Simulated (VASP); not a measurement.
# SiC (P6_3mc) in VASP: further runs, part 2 of 3

VASP 6.6.1.

### 4 Single point, PBE (volume changed by +6%)

Input file INCAR:

```
SYSTEM = SiC
PREC = Accurate
ENCUT = 520
EDIFF = 1E-6
ISMEAR = 0
SIGMA = 0.01
LREAL = .FALSE.
LASPH = .TRUE.
NELM = 60
ALGO = Normal
ISIF = 2
LWAVE = .FALSE.
LCHARG = .TRUE.
GGA = PE
LELF = .TRUE.
LVHAR = .TRUE.
NBANDS = 36
```

Input file KPOINTS:

```
regular mesh
0
G
  9 9 2
  0 0 0
```

Input file POSCAR:

```
SiC
1.0
    3.1557032975      0.0000000000      0.0000000000
   -1.5778516488      2.7329192225      0.0000000000
    0.0000000000      0.0000000000     15.4844224780
Si C
6 6
Direct
    0.3333333333      0.6666666667      0.8329927008
    0.6666666667      0.3333333333      0.3329927008
    0.6666666667      0.3333333333      0.6665012400
    0.3333333333      0.6666666667      0.1665012400
    0.0000000000      0.0000000000      0.4997230253
    0.0000000000      0.0000000000      0.9997230253
    0.0000000000      0.0000000000      0.8743713554
    0.0000000000      0.0000000000      0.3743713554
    0.3333333333      0.6666666667      0.7079991940
    0.6666666667      0.3333333333      0.2079991940
    0.6666666667      0.3333333333      0.5415134846
    0.3333333333      0.6666666667      0.0415134846
```

Potentials or basis: VASP PAW PBE potentials, release 64 (Si, C).

The run is started by

```console
$ cat potpaw_PBE.64/Si/POTCAR potpaw_PBE.64/C/POTCAR > POTCAR
$ mpirun -np 1 vasp_std > vasp.out
```

OUTCAR:

```text
SYSTEM = SiC
   PREC = Accurate
   ENCUT = 520
   EDIFF = 1E-6
   ISMEAR = 0
   LREAL = .FALSE.
   LASPH = .TRUE.
   NELM = 60
   ISIF = 2
   GGA = PE

 ion  position               nearest neighbor table
   1  0.333  0.667  0.833-   7 1.93   7 1.93   7 1.93   9 1.94
   2  0.667  0.333  0.333-   8 1.93   8 1.93   8 1.93  10 1.94
   3  0.667  0.333  0.667-   9 1.93   9 1.93   9 1.93  11 1.94
   4  0.333  0.667  0.167-  10 1.93  10 1.93  10 1.93  12 1.94
   5  0.000  0.000  0.500-  11 1.93  11 1.93  11 1.93   8 1.94
   6  0.000  0.000  1.000-  12 1.93  12 1.93  12 1.93   7 1.94
   7  0.000  0.000  0.874-   1 1.93   1 1.93   1 1.93   6 1.94
   8  0.000  0.000  0.374-   2 1.93   2 1.93   2 1.93   5 1.94
   9  0.333  0.667  0.708-   3 1.93   3 1.93   3 1.93   1 1.94
  10  0.667  0.333  0.208-   4 1.93   4 1.93   4 1.93   2 1.94
  11  0.667  0.333  0.542-   5 1.93   5 1.93   5 1.93   3 1.94
  12  0.333  0.667  0.042-   6 1.93   6 1.93   6 1.93   4 1.94

  LATTYP: Found a hexagonal cell.
 ALAT       =     3.1557032975
 C/A-ratio  =     4.9068055575

  Lattice vectors:

 A1 = (   3.1557032975,   0.0000000000,   0.0000000000)
 A2 = (  -1.5778516488,   2.7329192225,   0.0000000000)
 A3 = (   0.0000000000,   0.0000000000,  15.4844224780)

Analysis of symmetry for initial positions (statically):
=====================================================================
 Subroutine PRICEL returns:
 Original cell was already a primitive cell.

 Routine SETGRP: Setting up the symmetry group for a
 hexagonal supercell.

 Subroutine GETGRP returns: Found 12 space group operations
 (whereof  6 operations were pure point group operations)
 out of a pool of 24 trial point group operations.

The static configuration has the point symmetry C_3v.
 The point group associated with its full space group is C_6v.

Analysis of symmetry for dynamics (positions and initial velocities):
=====================================================================
 Subroutine PRICEL returns:
 Original cell was already a primitive cell.

 Routine SETGRP: Setting up the symmetry group for a
 hexagonal supercell.

 Subroutine GETGRP returns: Found 12 space group operations
 (whereof  6 operations were pure point group operations)
 out of a pool of 24 trial point group operations.

The dynamic configuration has the point symmetry C_3v.
 The point group associated with its full space group is C_6v.

 Subroutine INISYM returns: Found 12 space group operations
 (whereof  6 operations are pure point group operations),
 and found     1 'primitive' translations

----------------------------------------------------------------------------------------

                                     Primitive cell

  volume of cell :     133.5420

  direct lattice vectors                    reciprocal lattice vectors
     3.155703298  0.000000000  0.000000000     0.316886572  0.182954548  0.000000000
    -1.577851649  2.732919223  0.000000000     0.000000000  0.365909095  0.000000000
     0.000000000  0.000000000 15.484422478     0.000000000  0.000000000  0.064581033

[... 83 lines left out ...]
  0.333333  0.333333  0.500000      2.000000
   k-points           NKPTS =     24   k-points in BZ     NKDIM =     24   number of bands    NBANDS=     36
   number of dos      NEDOS =    301   number of ions     NIONS =     12
   total plane-waves  NPLWV =  69120
   dimension x,y,z NGX =    24 NGY =   24 NGZ =  120
   dimension x,y,z NGXF=    48 NGYF=   48 NGZF=  240
   ions per type =               6   6
   NGX,Y,Z   is equivalent  to a cutoff of  12.64, 12.64, 12.88 a.u.
   NGXF,Y,Z  is equivalent  to a cutoff of  25.29, 25.29, 25.77 a.u.
 SYSTEM =  SiC
   PREC   = accura    normal or accurate (medium, high low for compatibility)
   ISTART =      0    job   : 0-new  1-cont  2-samecut
   ICHARG =      2    charge: 1-file 2-atom 10-const
   ISPIN  =      1    spin polarized calculation?
   LNONCOLLINEAR =      F non collinear calculations
   LSORBIT =      F    spin-orbit coupling
   LASPH  =      T    aspherical Exc in radial PAW
   ENCUT  =  520.0 eV  38.22 Ry    6.18 a.u.   5.87  5.87 28.79*2*pi/ulx,y,z
   NELM   =     60;   NELMIN=  2; NELMDL= -5     # of ELM steps
   EDIFF  = 0.1E-05   stopping-criterion for ELM
   LREAL  =      F    real-space projection
   EDIFFG = 0.1E-04   stopping-criterion for IOM
   NSW    =      0    number of steps for IOM
   IBRION =     -1    ionic relax: 0-MD 1-quasi-New 2-CG
   NFREE  =      0    steps in history (QN), initial steepest desc. (CG)
   ISIF   =      2    stress and relaxation
   ISYM   =      2    0-nonsym 1-usesym 2-fastsym
   POTIM  = 0.5000    time-step for ionic-motion
   TEBEG  =    0.0;   TEEND  =   0.0 temperature during run
   PSTRESS=    0.0 pullay stress
   NELECT =      48.0000    total number of electrons
   NUPDOWN=      -1.0000    fix difference up-down
   EMIN   =  10.00;   EMAX   =-10.00  energy-range for DOS
   EFERMI =   0.00;   METHOD = LEGACY
   ISMEAR =     0;   SIGMA  =   0.01  broadening in eV -4-tet -1-fermi 0-gaus
   EFERMI_NEDOS =   21; number of points for ismear=-14 and -15
   IALGO  =     38    algorithm
   IMIX   =      4    mixing-type and parameters
     AMIX     =   0.40;   BMIX     =  1.00
     AMIX_MAG =   1.60;   BMIX_MAG =  1.00
  volume/ion in A,a.u.               =      11.13        75.10
  Fermi-wavevector in a.u.,A,eV,Ry     =   1.163990  2.199622 18.434163  1.354873
  Thomas-Fermi vector in A             =   2.300533
   LORBIT       =      0    0 simple, 1 ext, 2 COOP (PROOUT), +10 PAW based schemes
   GGA     = PE    functional components
   LHFCALC =     F    Hartree Fock is set to
   AEXX    =    0.0000 exact exchange contribution
   IVDW    =     0    specifies the selected vdW correction
   LEPSILON=     F    determine dielectric tensor
   LRPA    =     F    only Hartree local field effects (RPA)
 non-spin polarized calculation
 Gauss-broadening in eV      SIGMA  =   0.01
  energy-cutoff  :      520.00
  volume of cell :      133.54
 maximum number of plane-waves:      3620
 NGX is ok and might be reduce to    24
   NGX = 11   NGY = 11   NGZ = 57

 number of electron      48.0000001 magnetization

 Free energy of the ion-electron system (eV)
  ---------------------------------------------------
  ext. energy  EPLUGINS =         0.00000000
  ---------------------------------------------------
  free energy    TOTEN  =       -90.09914656 eV

  energy without entropy =      -90.09914656  energy(sigma->0) =      -90.09914656

 E-fermi :   7.4516     XC(G=0): -11.0387

 val. band max:        7.3522553768   @ k =   0.0000   0.0000   0.0000
 cond. band min:       9.4678989314   @ k =   0.4444  -0.0000   0.0000
 fundamental gap:      2.1156435545
 Fermi energy:         7.4515649719

 k-point     1 :       0.0000    0.0000    0.0000
  band No.  band energies     occupation
      1      -7.5399      2.00000
      2      -7.0471      2.00000
      3      -7.0161      2.00000
      4      -5.6149      2.00000
      5      -5.5888      2.00000
      6      -4.2370      2.00000
[... 925 lines left out ...]
     35      15.9982      0.00000
     36      15.9982      0.00000

------------------------ aborting loop because EDIFF is reached ----------------------------------------

  FORCE on cell =-STRESS in cart. coord.  units (eV):
  Direction    XX          YY          ZZ          XY          YZ          ZX
  --------------------------------------------------------------------------------------
  -------------------------------------------------------------------------------------
  Total       -9.2654957     -9.2654957     -9.1857150      0.0000000      0.0000000      0.0000000
  in kB     -111.1632588   -111.1632588   -110.2060857      0.0000000      0.0000000      0.0000000
  external PRESSURE =    -110.8442011 kB  Pullay stress =       0.0000000 kB

 VOLUME and BASIS-vectors are now :
 -----------------------------------------------------------------------------
  energy-cutoff  :      520.00
  volume of cell :      133.54
      direct lattice vectors                 reciprocal lattice vectors
     3.155703298  0.000000000  0.000000000     0.316886572  0.182954548  0.000000000
    -1.577851649  2.732919223  0.000000000     0.000000000  0.365909095  0.000000000
     0.000000000  0.000000000 15.484422478     0.000000000  0.000000000  0.064581033

 POSITION                                       TOTAL-FORCE (eV/Angst)
 -----------------------------------------------------------------------------------
     -0.00000      1.82195     12.89841         0.000000     -0.000000     -0.004011
      1.57785      0.91097      5.15620         0.000000      0.000000     -0.004011
      1.57785      0.91097     10.32039        -0.000000      0.000000     -0.001978
     -0.00000      1.82195      2.57818         0.000000      0.000000     -0.001978
      0.00000      0.00000      7.73792         0.000000      0.000000      0.016447
      0.00000      0.00000     15.48013        -0.000000      0.000000      0.016447
      0.00000      0.00000     13.53914         0.000000      0.000000     -0.009717
      0.00000      0.00000      5.79692        -0.000000      0.000000     -0.009717
     -0.00000      1.82195     10.96296        -0.000000      0.000000     -0.000341
      1.57785      0.91097      3.22075         0.000000     -0.000000     -0.000341
      1.57785      0.91097      8.38502         0.000000      0.000000     -0.000399
     -0.00000      1.82195      0.64281         0.000000     -0.000000     -0.000399
 -----------------------------------------------------------------------------------
    total drift:                               -0.000000     -0.000000     -0.000070

  FREE ENERGIE OF THE ION-ELECTRON SYSTEM (eV)
  ---------------------------------------------------
  free  energy   TOTEN  =       -90.0991465612 eV

  energy  without entropy=      -90.0991465612  energy(sigma->0) =      -90.09914656
```

It took 2.7 min on 1 thread of Intel Xeon 8259CL, shared host; peak memory 0.28 GiB.

What came out:

* Free energy: -90.0991 eV
* Pressure: -11.1 GPa
* Largest force: 0.016 eV/Å
* Band gap on the k mesh: 2.12 eV, indirect (least direct gap 3.16 eV)

Forces on the atoms (eV/Å):
```
Si   0.000  0.000 -0.004
Si   0.000  0.000 -0.004
Si   0.000  0.000 -0.002
Si   0.000  0.000 -0.002
Si   0.000  0.000  0.016
Si   0.000  0.000  0.016
C    0.000  0.000 -0.010
C    0.000  0.000 -0.010
C    0.000  0.000  0.000
C    0.000  0.000  0.000
C    0.000  0.000  0.000
C    0.000  0.000  0.000
```

Stress tensor (GPa, compression positive):
```
-11.12   0.00   0.00
  0.00 -11.12   0.00
  0.00   0.00 -11.02
```

 A k mesh can miss the band edges.

### 5 Single point, r2SCAN (volume changed by -6%)

Input file POSCAR:

```
SiC
1.0
    3.0154702046      0.0000000000      0.0000000000
   -1.5077351023      2.6114738016      0.0000000000
    0.0000000000      0.0000000000     14.7998013854
Si C
6 6
Direct
    0.3333333333      0.6666666667      0.8329803521
    0.6666666667      0.3333333333      0.3329803521
    0.6666666667      0.3333333333      0.6664987305
    0.3333333333      0.6666666667      0.1664987305
    0.0000000000      0.0000000000      0.4997152397
    0.0000000000      0.0000000000      0.9997152397
    0.0000000000      0.0000000000      0.8743698193
    0.0000000000      0.0000000000      0.3743698193
    0.3333333333      0.6666666667      0.7080026922
    0.6666666667      0.3333333333      0.2080026922
    0.6666666667      0.3333333333      0.5415341664
    0.3333333333      0.6666666667      0.0415341664
```

Input file INCAR.step1:

```
SYSTEM = SiC
ALGO     = Normal         ! electronic algorithm
EDIFF    = 1E-4           ! SCF threshold, eV
ENCUT    = 520            ! plane-wave cutoff, eV
GGA      = PE             ! functional
ISMEAR   = 0              ! smearing method
LASPH    = .True.         ! aspherical terms in the spheres
LCHARG   = .False.        ! write CHGCAR
LREAL    = .False.        ! projectors in reciprocal space
LWAVE    = .True.         ! write WAVECAR
NBANDS   = 36             ! bands
NELM     = 60             ! most SCF steps
PREC     = Accurate       ! precision mode
SIGMA    = 0.01           ! smearing width, eV
```

Input file INCAR.step2:

```
SYSTEM = SiC
ALGO     = Normal         ! electronic algorithm
EDIFF    = 1E-6           ! SCF threshold, eV
ENCUT    = 520            ! plane-wave cutoff, eV
ISIF     = 2              ! what is computed and relaxed
ISMEAR   = 0              ! smearing method
ISTART   = 1            
LASPH    = .True.         ! aspherical terms in the spheres
LCHARG   = .False.        ! write CHGCAR
LMIXTAU  = .True.       
LREAL    = .False.        ! projectors in reciprocal space
LWAVE    = .False.        ! write WAVECAR
METAGGA  = R2SCAN         ! meta-GGA
NBANDS   = 36             ! bands
NELM     = 60             ! most SCF steps
PREC     = Accurate       ! precision mode
SIGMA    = 0.01           ! smearing width, eV
```

Input file KPOINTS:

```
k-points
0
Gamma
  9 9 2
  0 0 0
```

Potentials or basis: VASP PAW PBE potentials, release 64 (Si, C).

The run is started by

```console
$ cat potpaw_PBE.64/Si/POTCAR potpaw_PBE.64/C/POTCAR > POTCAR
$ cp INCAR.step1 INCAR
$ mpirun -np 1 vasp_std > vasp.out
$ cp INCAR.step2 INCAR
$ mpirun -np 1 vasp_std > vasp.out
```

OUTCAR:

```text
SYSTEM = SiC
   EDIFF = 1E-6
   ENCUT = 520
   ISIF = 2
   ISMEAR = 0
   ISTART = 1
   LASPH = .True.
   LREAL = .False.
   METAGGA = R2SCAN
   NELM = 60
   PREC = Accurate

 ion  position               nearest neighbor table
   1  0.333  0.667  0.833-   7 1.85   7 1.85   7 1.85   9 1.85   3 3.02   3 3.02   3 3.02   6 3.02
                             6 3.02   6 3.02
   2  0.667  0.333  0.333-   8 1.85   8 1.85   8 1.85  10 1.85   4 3.02   4 3.02   4 3.02   5 3.02
                             5 3.02   5 3.02
[... 1174 lines left out ...]
 VOLUME and BASIS-vectors are now :
 -----------------------------------------------------------------------------
  energy-cutoff  :      520.00
  volume of cell :      116.55
      direct lattice vectors                 reciprocal lattice vectors
     3.015470205  0.000000000  0.000000000     0.331623240  0.191462767  0.000000000
    -1.507735102  2.611473802  0.000000000     0.000000000  0.382925534  0.000000000
     0.000000000  0.000000000 14.799801385     0.000000000  0.000000000  0.067568474

 POSITION                                       TOTAL-FORCE (eV/Angst)
 -----------------------------------------------------------------------------------
     -0.00000      1.74098     12.32794         0.000000      0.000000      0.009010
      1.50774      0.87049      4.92804        -0.000000     -0.000000      0.009010
      1.50774      0.87049      9.86405         0.000000     -0.000000      0.002875
     -0.00000      1.74098      2.46415        -0.000000     -0.000000      0.002875
      0.00000      0.00000      7.39569        -0.000000      0.000000     -0.017823
      0.00000      0.00000     14.79559         0.000000     -0.000000     -0.017823
      0.00000      0.00000     12.94050        -0.000000     -0.000000      0.010135
      0.00000      0.00000      5.54060        -0.000000     -0.000000      0.010135
     -0.00000      1.74098     10.47830        -0.000000     -0.000000     -0.001885
      1.50774      0.87049      3.07840        -0.000000     -0.000000     -0.001885
      1.50774      0.87049      8.01460        -0.000000     -0.000000     -0.002311
     -0.00000      1.74098      0.61470         0.000000     -0.000000     -0.002311
 -----------------------------------------------------------------------------------
    total drift:                               -0.000000     -0.000000      0.000140

  FREE ENERGIE OF THE ION-ELECTRON SYSTEM (eV)
  ---------------------------------------------------
  free  energy   TOTEN  =      -115.6202075130 eV

  energy  without entropy=     -115.6202075130  energy(sigma->0) =     -115.62020751
```

OSZICAR.step1:

```text
N       E                     dE             d eps       ncg     rms          rms(c)
DAV:   1     0.128193084892E+03    0.12819E+03   -0.22070E+04  1728   0.120E+03
DAV:   2    -0.905791859118E+02   -0.21877E+03   -0.20566E+03  2264   0.216E+02
DAV:   3    -0.101920190093E+03   -0.11341E+02   -0.11266E+02  2292   0.467E+01
DAV:   4    -0.102071610951E+03   -0.15142E+00   -0.15115E+00  2224   0.626E+00
DAV:   5    -0.102074510283E+03   -0.28993E-02   -0.28973E-02  2232   0.821E-01    0.233E+01
DAV:   6    -0.902731365029E+02    0.11801E+02   -0.33024E+01  2124   0.216E+01    0.106E+01
DAV:   7    -0.898915450646E+02    0.38159E+00   -0.37823E+00  2240   0.746E+00    0.435E+00
DAV:   8    -0.898444094442E+02    0.47136E-01   -0.23870E-01  2060   0.194E+00    0.129E+00
DAV:   9    -0.898395093676E+02    0.49001E-02   -0.29714E-02  2176   0.799E-01    0.176E-01
DAV:  10    -0.898400984308E+02   -0.58906E-03   -0.20217E-03  2180   0.198E-01    0.946E-02
DAV:  11    -0.898402290132E+02   -0.13058E-03   -0.22334E-04  1600   0.876E-02    0.187E-02
DAV:  12    -0.898402310950E+02   -0.20818E-05   -0.35042E-05  1204   0.270E-02
   1 F= -.89840231E+02 E0= -.89840231E+02  d E =-.395908E-28
```

Wall time 10 min (1 thread of Intel Xeon 8259CL, shared host); peak memory 0.29 GiB.

What came out:

```
Free energy            : -115.6202 eV
Pressure               : 15.6 GPa
Largest force          : 0.018 eV/Å
Band gap on the k mesh : 2.50 eV, indirect (least direct gap 3.63 eV)
```

Forces in eV/Å, atoms in the order of the input:
```
Si   0.000  0.000  0.009
Si   0.000  0.000  0.009
Si   0.000  0.000  0.003
Si   0.000  0.000  0.003
Si   0.000  0.000 -0.018
Si   0.000  0.000 -0.018
C    0.000  0.000  0.010
C    0.000  0.000  0.010
C    0.000  0.000 -0.002
C    0.000  0.000 -0.002
C    0.000  0.000 -0.002
C    0.000  0.000 -0.002
```

Stress tensor (GPa, compression positive):
```
15.70  0.00  0.00
 0.00 15.70  0.00
 0.00  0.00 15.45
```

Levels at points of the mesh, in eV from the valence-band top:
| k point | band 20 | band 21 | band 22 | band 23 | band 24 | band 25 | band 26 | band 27 | band 28 | band 29 |
| --- | --- | --- | --- | --- | --- | --- | --- | --- | --- | --- |
| (0.00, 0.00, 0.00) | -0.32 | -0.32 | -0.04 | 0.00 | 0.00 | 6.35 | 6.52 | 6.95 | 7.46 | 7.67 |
| (0.00, 0.00, 0.50) | -0.68 | -0.10 | -0.10 | -0.10 | -0.10 | 6.42 | 6.42 | 7.18 | 7.18 | 7.92 |

Caveat: the PAW data sets were made with another functional, which shifts forces and pressure a little. A k mesh can miss the band edges.

[end of part 2 of 3]
